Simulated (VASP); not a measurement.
Here is a VASP 6.6.1 calculation.

The input INCAR:

```
ALGO     = Normal         # electronic algorithm
EDIFF    = 1E-6           # SCF threshold, eV
ENCUT    = 520            # plane-wave cutoff, eV
GGA      = PE             # functional
ISIF     = 2              # what is computed and relaxed
ISMEAR   = 0              # smearing method
LASPH    = True           # aspherical terms in the spheres
LCHARG   = False          # write CHGCAR
LREAL    = False          # projectors in reciprocal space
LWAVE    = False          # write WAVECAR
NBANDS   = 26             # bands
NELM     = 60             # most SCF steps
PREC     = Accurate       # precision mode
SIGMA    = 0.1            # smearing width, eV
```

The input KPOINTS:

```
k-points
0
Gamma
  4 4 4
```

The input POSCAR:

```
CaB3Sb3
1.0
    4.5692036700      0.0000000000      0.0000000000
    0.0000000000      4.5692036700      0.0000000000
    0.0000000000      0.0000000000      3.9332645000
Ca B Sb
1 3 3
Direct
    0.0000000000      0.0000000000      0.5000000000
    0.0000000000      0.5000000000      0.5000000000
    0.5000000000      0.0000000000      0.5000000000
    0.0000000000      0.0000000000      0.0000000000
    0.0000000000      0.5000000000      0.0000000000
    0.5000000000      0.0000000000      0.0000000000
    0.5000000000      0.5000000000      0.5000000000
```

Potentials or basis: VASP PAW PBE potentials, release 64 (Ca_sv, B, Sb).

Run with:

```bash
$ cat potpaw_PBE.64/Ca_sv/POTCAR potpaw_PBE.64/B/POTCAR potpaw_PBE.64/Sb/POTCAR > POTCAR
$ mpirun -np 1 vasp_std > vasp.out
```

**Question.** Estimate the pressure.

**Answer.** 94.2 GPa.

**Question.** What does it give for the band gap on the k mesh?

**Answer.** Zero (band 17 reaches 13.74 eV, above the bottom of band 18 at 12.62 eV).

Stress tensor (GPa, compression positive):
```
 78.85   0.00   0.00
  0.00  78.85   0.00
  0.00   0.00 124.98
```

Caveat: the k points lie up to 0.40 Å⁻¹ apart; spin-orbit coupling is left out, which moves the levels of the heavy elements.
